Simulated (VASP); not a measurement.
Here is a VASP 6.6.1 calculation.

The input INCAR:

```
ALGO = Normal ; EDIFF = 1E-7
ENCUT = 520 ; GGA = PE
ISIF = 2 ; ISMEAR = 0
LASPH = True ; LCHARG = False
LREAL = False ; LWAVE = False
NBANDS = 16 ; NELM = 80
PREC = Accurate ; SIGMA = 0.02
```

Contents of KPOINTS:

```
k-points
0
Gamma
  12 12 4
```

The input POSCAR:

```
BN
1.0
    2.3614502595      0.0003756269      0.0000000000
   -1.1803738723      2.2067456781      0.0000000000
    0.0000000000      0.0000000000      8.4827069902
B N
2 2
Direct
    0.3248402652      0.6494087817      0.2500000000
    0.6751597348      0.3505912183      0.7500000000
    0.3475921547      0.6955577261      0.7500000000
    0.6524078453      0.3044422739      0.2500000000
```

Potentials or basis: VASP PAW PBE potentials, release 64 (B, N).

Command:

```bash
$ cat potpaw_PBE.64/B/POTCAR potpaw_PBE.64/N/POTCAR > POTCAR
$ mpirun -np 1 vasp_std > vasp.out
```

Question: Estimate the band gap on the k mesh.

Answer: 4.27 eV (least direct gap 4.84 eV).

Question: What does it give for the largest force?

Answer: 0.005 eV/Å.

Stress tensor (GPa, compression positive):
```
44.61 -0.08  0.00
-0.08  0.01  0.00
 0.00  0.00 -0.13
```

Caveat: the cell differs from its parent crystal (uniaxial strain along a: -6.0 %, then relaxed in part); the stress differs along the axes, from -0 to 45 GPa; this functional lacks dispersion, which binds layers or chains, so the pressure and a relaxed spacing across them are unreliable. A k mesh can miss the band edges.
